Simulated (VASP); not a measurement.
# Zn (Fm-3m) in VASP: a series of runs, part 2 of 2

VASP 6.6.1.

## (4) Single point, r2SCAN

This run uses another cell than the first one, of 15.78 Å³/atom.

POSCAR

```
Zn
1.0
    0.0000000000      1.9906312808      1.9906312808
    1.9906312808      0.0000000000      1.9906312808
    1.9906312808      1.9906312808      0.0000000000
Zn
1
Direct
    0.0000000000      0.0000000000      0.0000000000
```

INCAR.step1

```
SYSTEM = Zn
ALGO = Normal
EDIFF = 1E-4
ENCUT = 520
GGA = PE
ISMEAR = -1
LASPH = .True.
LCHARG = .False.
LREAL = .False.
LWAVE = .True.
NBANDS = 12
NELM = 100
PREC = Accurate
SIGMA = 0.05
```

INCAR.step2

```
SYSTEM = Zn
ALGO = Normal
EDIFF = 1E-6
ENCUT = 520
ISIF = 2
ISMEAR = -1
ISTART = 1
LASPH = .True.
LCHARG = .False.
LMIXTAU = .True.
LREAL = .False.
LWAVE = .False.
METAGGA = R2SCAN
NBANDS = 12
NELM = 100
PREC = Accurate
SIGMA = 0.05
```

KPOINTS

```
k-points
0
Gamma
  12 12 12
  0 0 0
```

Potentials or basis: VASP PAW PBE potentials, release 64 (Zn).

Launch:

```console
$ cat potpaw_PBE.64/Zn/POTCAR > POTCAR
$ cp INCAR.step1 INCAR
$ mpirun -np 1 vasp_std > vasp.out
$ cp INCAR.step2 INCAR
$ mpirun -np 1 vasp_std > vasp.out
```

OUTCAR:

```text
SYSTEM = Zn
   EDIFF = 1E-6
   ENCUT = 520
   ISIF = 2
   ISMEAR = -1
   ISTART = 1
   LASPH = .True.
   LREAL = .False.
   METAGGA = R2SCAN
   NELM = 100
   PREC = Accurate

 ion  position               nearest neighbor table
   1  0.000  0.000  0.000-

  LATTYP: Found a face centered cubic cell.
 ALAT       =     3.9812625616

  Lattice vectors:

 A1 = (   0.0000000000,   1.9906312808,   1.9906312808)
 A2 = (   1.9906312808,   0.0000000000,   1.9906312808)
 A3 = (   1.9906312808,   1.9906312808,   0.0000000000)

Analysis of symmetry for initial positions (statically):
[... 529 lines left out ...]
      5      -4.5751      2.00000
      6       0.3566      2.00000
      7       2.2979      1.99784
      8      12.3129      0.00000
      9      16.1220      0.00000
     10      18.4755      0.00000
     11      25.5392      0.00000
     12      26.7240      0.00000

 [... further k-points ...]
[... 5 lines left out ...]
  --------------------------------------------------------------------------------------
  -------------------------------------------------------------------------------------
  Total       -0.6350688     -0.6350688     -0.6350688     -0.0000000      0.0000000      0.0000000
  in kB      -64.4954186    -64.4954186    -64.4954186     -0.0000000      0.0000000      0.0000000
  external PRESSURE =     -64.4954186 kB  Pullay stress =       0.0000000 kB

 VOLUME and BASIS-vectors are now :
 -----------------------------------------------------------------------------
  energy-cutoff  :      520.00
  volume of cell :       15.78
      direct lattice vectors                 reciprocal lattice vectors
     0.000000000  1.990631281  1.990631281    -0.251176602  0.251176602  0.251176602
     1.990631281  0.000000000  1.990631281     0.251176602 -0.251176602  0.251176602
     1.990631281  1.990631281  0.000000000     0.251176602  0.251176602 -0.251176602

 POSITION                                       TOTAL-FORCE (eV/Angst)
 -----------------------------------------------------------------------------------
      0.00000      0.00000      0.00000         0.000000      0.000000      0.000000
 -----------------------------------------------------------------------------------
    total drift:                                0.000000      0.000000      0.000000

  FREE ENERGIE OF THE ION-ELECTRON SYSTEM (eV)
  ---------------------------------------------------
  free  energy   TOTEN  =        -8.8276602071 eV

  energy  without entropy=       -8.8244443086  energy(sigma->0) =       -8.82605226
```

OUTCAR.step1:

```text
SYSTEM = Zn
   EDIFF = 1E-4
   ENCUT = 520
   GGA = PE
   ISMEAR = -1
   LASPH = .True.
   LREAL = .False.
[... 576 lines left out ...]
 -----------------------------------------------------------------------------------
      0.00000      0.00000      0.00000         0.000000      0.000000      0.000000
 -----------------------------------------------------------------------------------
    total drift:                               -0.000000      0.000000     -0.000000

  FREE ENERGIE OF THE ION-ELECTRON SYSTEM (eV)
  ---------------------------------------------------
  free  energy   TOTEN  =        -1.0730587646 eV

  energy  without entropy=       -1.0693352306  energy(sigma->0) =       -1.07119700
```

OSZICAR.step1:

```text
N       E                     dE             d eps       ncg     rms          rms(c)
DAV:   1     0.437831459668E+02    0.43783E+02   -0.65861E+03  1744   0.157E+03
DAV:   2     0.199553336172E+00   -0.43584E+02   -0.41446E+02  1812   0.217E+02
DAV:   3    -0.115973360903E+01   -0.13593E+01   -0.13572E+01  2020   0.382E+01
DAV:   4    -0.116285174186E+01   -0.31181E-02   -0.31180E-02  1948   0.179E+00
DAV:   5    -0.116285398392E+01   -0.22421E-05   -0.22422E-05  1560   0.483E-02    0.255E+00
DAV:   6    -0.107890640127E+01    0.83948E-01   -0.45245E-01  2072   0.135E+01    0.199E+00
DAV:   7    -0.107486380371E+01    0.40426E-02   -0.86358E-03  1868   0.180E+00    0.100E+00
DAV:   8    -0.107304919876E+01    0.18146E-02   -0.11177E-03  2040   0.470E-01    0.384E-02
DAV:   9    -0.107305876458E+01   -0.95658E-05   -0.74121E-05  1296   0.116E-01
   1 F= -.10730588E+01 E0= -.10711970E+01  d E =-.372353E-02
```

Wall time 28 s (1 thread of Intel Xeon Platinum 8488C (Sapphire Rapids), shared host); peak memory 0.15 GiB.

What came out:

| Property | Result |
| --- | --- |
| Free energy | -8.8277 eV |
| Pressure | -6.4 GPa |
| Band gap on the k mesh | zero (bands 6 and 7 overlap by 3.70 eV) |

Caveat: the cell stands under tension; the PAW data sets were made with another functional, which shifts forces and pressure a little.

## (5) Single point, r2SCANh+D4

This run uses another cell than the first one, of 16.08 Å³/atom.

POSCAR

```
Zn
1.0
    0.0000000000      2.0033108028      2.0033108028
    2.0033108028      0.0000000000      2.0033108028
    2.0033108028      2.0033108028      0.0000000000
Zn
1
Direct
    0.0000000000      0.0000000000      0.0000000000
```

INCAR.step1

```
SYSTEM = Zn
PREC = Accurate
ENCUT = 440
EDIFF = 1E-5
ISMEAR = 0
SIGMA = 0.02
LREAL = .FALSE.
LASPH = .TRUE.
NELM = 120
ALGO = Normal
ISIF = 2
LWAVE = .TRUE.
GGA = PE
NBANDS = 12
GGA_COMPAT = .FALSE.
```

INCAR.step2

```
SYSTEM = Zn
PREC = Accurate
ENCUT = 440
EDIFF = 1E-6
ISMEAR = 0
SIGMA = 0.02
LREAL = .FALSE.
LASPH = .TRUE.
NELM = 120
ALGO = Normal
ISIF = 2
LWAVE = .FALSE.
LCHARG = .TRUE.
METAGGA = R2SCAN
LHFCALC = .TRUE.
AEXX = 0.1
LMIXTAU = .TRUE.
PRECFOCK = Normal
IVDW = 13
VDW_S6 = 1.0
VDW_S8 = 0.8324
VDW_A1 = 0.4944
VDW_A2 = 5.9019
LELF = .TRUE.
LVHAR = .TRUE.
ISTART = 1
NBANDS = 12
GGA_COMPAT = .FALSE.
```

KPOINTS

```
Automatic mesh
0
G
  8 8 8
  0 0 0
```

Launch:

```console
$ cat potpaw_PBE.64/Zn/POTCAR > POTCAR
$ cp INCAR.step1 INCAR
$ mpirun -np 1 vasp_std > vasp.out
$ cp INCAR.step2 INCAR
$ mpirun -np 1 vasp_std > vasp.out
```

Run time: 37 min. Hardware: 1 thread of Intel Xeon Platinum 8259CL at 2.50GHz (Skylake/Cascade Lake), shared host; peak memory 0.14 GiB.

It converged, with:

```
Free energy                : -8.2869 eV
Pressure                   : -8.2 GPa
Band gap on the k mesh     : zero (bands 6 and 7 overlap by 4.05 eV)
Dispersion energy per atom : -0.123 eV
```

Levels at points of the mesh, in eV from the Fermi level:
```tsv
k point	band 3	band 4	band 5	band 6	band 7	band 8	band 9	band 10
(0.00, 0.00, 0.00)	-8.61	-8.61	-8.27	-8.27	19.30	19.30	19.30	19.89
(0.50, 0.00, 0.00)	-8.62	-8.00	-8.00	-2.90	-1.39	16.24	16.24	18.50
(0.50, 0.50, 0.00)	-8.02	-7.93	-7.93	-0.91	2.16	9.29	9.29	12.61
```

Caveat: the cell stands under tension; the PAW data sets were made with another functional, which shifts forces and pressure a little.

## (6) Single point, PBEsol-based global hybrid with 25 % exact exchange

This run uses another cell than the first one, of 14.33 Å³/atom.

POSCAR

```
Zn
1.0
    0.0000000000      1.9278537100      1.9278537100
    1.9278537100      0.0000000000      1.9278537100
    1.9278537100      1.9278537100      0.0000000000
Zn
1
Direct
    0.0000000000      0.0000000000      0.0000000000
```

INCAR.step1

```
SYSTEM = Zn
ALGO = Normal ; EDIFF = 1E-5
ENCUT = 400 ; GGA = PE
GGA_COMPAT = .False. ; ISIF = 2
ISMEAR = -1 ; LASPH = .True.
LREAL = .False. ; LWAVE = .True.
NBANDS = 12 ; NELM = 120
PREC = Accurate ; SIGMA = 0.05
```

INCAR.step2

```
SYSTEM = Zn
AEXX = 0.25 ; ALGO = Normal
EDIFF = 1E-6 ; ENCUT = 400
GGA = PS ; GGA_COMPAT = .False.
ISIF = 2 ; ISMEAR = -1
ISTART = 1 ; LASPH = .True.
LCHARG = .True. ; LELF = .True.
LHFCALC = .True. ; LREAL = .False.
LVHAR = .True. ; LWAVE = .False.
NBANDS = 12 ; NELM = 120
PREC = Accurate ; PRECFOCK = Normal
SIGMA = 0.05
```

KPOINTS

```
k-points
0
Gamma
  6 6 6
  0 0 0
```

Potentials or basis: VASP PAW PBE potentials, release 64 (Zn).

Launch:

```console
$ cat potpaw_PBE.64/Zn/POTCAR > POTCAR
$ cp INCAR.step1 INCAR
$ mpirun -np 1 vasp_std > vasp.out
$ cp INCAR.step2 INCAR
$ mpirun -np 1 vasp_std > vasp.out
```

It took 4.3 min on 1 thread of Intel Xeon Platinum 8259CL at 2.50GHz (Skylake/Cascade Lake), shared host; peak memory 0.12 GiB.

It converged, with:

```
Free energy            : -1.4262 eV
Pressure               : -0.8 GPa
Band gap on the k mesh : zero (bands 6 and 7 overlap by 2.49 eV)
```

Levels at points of the mesh, in eV from the Fermi level:
| k point | band 2 | band 3 | band 4 | band 5 | band 6 | band 7 | band 8 | band 9 | band 10 | band 11 |
| --- | --- | --- | --- | --- | --- | --- | --- | --- | --- | --- |
| (0.00, 0.00, 0.00) | -10.97 | -10.97 | -10.97 | -10.54 | -10.54 | 20.17 | 20.28 | 20.28 | 20.28 | 22.79 |
| (0.50, 0.00, 0.00) | -10.98 | -10.98 | -10.20 | -10.20 | -4.50 | -2.20 | 17.06 | 17.06 | 18.60 | 20.49 |
| (0.50, 0.50, 0.00) | -11.65 | -10.22 | -10.10 | -10.10 | -2.19 | 2.11 | 9.45 | 9.45 | 13.11 | 14.85 |

Caveat: the k points lie up to 0.47 Å⁻¹ apart, too coarse for converged energies and pressures of a metal; the PAW data sets were made with another functional, which shifts forces and pressure a little.

## (7) Overview

```csv
level,cell,k mesh,cutoff (eV),smearing,grid for exact exchange (PRECFOCK),share of exact exchange,gap on the mesh (eV),pressure (GPa)
r2SCAN,"a = 2.760 Å, angles 60.0°, 1 atom",12 × 12 × 12,520,fermi-dirac 0.05 eV,-,-,none,-3.0
r2SCAN,"a = 2.797 Å, angles 60.0°, 1 atom",12 × 12 × 12,520,fermi-dirac 0.05 eV,-,-,none,-5.5
r2SCAN,"a = 2.815 Å, angles 60.0°, 1 atom",12 × 12 × 12,520,fermi-dirac 0.05 eV,-,-,none,-6.4
r2SCANh+D4,"a = 2.833 Å, angles 60.0°, 1 atom",8 × 8 × 8,440,gaussian 0.02 eV,Normal,0.1,none,-8.2
PBEsol-based global hybrid with 25 % exact exchange,"a = 2.726 Å, angles 60.0°, 1 atom",6 × 6 × 6,400,fermi-dirac 0.05 eV,Normal,0.25,none,-0.8
```

Alike in all rows: task single point; potentials or basis VASP PAW PBE potentials, release 64 (Zn); no spin polarisation.

Caveats: some runs use coarse meshes; the PAW data sets were made with another functional, which shifts forces and pressure a little; the cell stands under tension (at least some runs).

Total energies depend on the potentials used, so only differences within one code and one set of settings carry meaning.
